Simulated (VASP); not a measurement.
A run of VASP 6.6.1 is set up as follows.

POSCAR

```
ZnO
1.0
    3.2351954566      0.0000000000      0.0000000000
   -1.6175977283      2.8017614516      0.0000000000
    0.0000000000      0.0000000000      5.2114259597
Zn O
2 2
Direct
    0.3333333333      0.6666666667      0.4996928418
    0.6666666667      0.3333333333     -0.0003071582
    0.6666666667      0.3333333333      0.3793171582
    0.3333333333      0.6666666667      0.8793171582
```

Contents of INCAR.step1:

```
  PREC = Accurate
  ENCUT = 520
  ISMEAR = 0
  SIGMA = 0.01
  LREAL = F
  LASPH = T
  NELM = 100
  NBANDS = 26
  GGA = PE
  ALGO = Normal
  EDIFF = 1E-4
  LWAVE = T
  LCHARG = F
```

File INCAR.step2:

```
  PREC = Accurate
  ENCUT = 520
  EDIFF = 1E-6
  ISMEAR = 0
  SIGMA = 0.01
  LREAL = F
  LASPH = T
  NELM = 100
  ALGO = Normal
  ISIF = 2
  LWAVE = F
  LCHARG = F
  METAGGA = R2SCAN
  LMIXTAU = T
  NBANDS = 26
  ISTART = 1
```

Contents of KPOINTS:

```
regular mesh
0
Gamma
  8 8 4
```

Potentials or basis: VASP PAW PBE potentials, release 64 (Zn, O).

Run with:

```bash
$ cat potpaw_PBE.64/Zn/POTCAR potpaw_PBE.64/O/POTCAR > POTCAR
$ cp INCAR.step1 INCAR
$ mpirun -np 1 vasp_std > vasp.out
$ cp INCAR.step2 INCAR
$ mpirun -np 1 vasp_std > vasp.out
```

Task: Estimate the pressure.

Result: 1.0 GPa.

Task: What does it give for the largest force?

Result: 0.010 eV/Å.

Task: Predict the band gap on the k mesh.

Result: 1.23 eV, direct.

Stress tensor (GPa, compression positive):
```
0.98 0.00 0.00
0.00 0.98 0.00
0.00 0.00 1.09
```

Caveat: the PAW data sets were made with another functional, which shifts forces and pressure a little. r2SCAN opens gaps a little over a GGA but as a rule still falls short of measured ones.
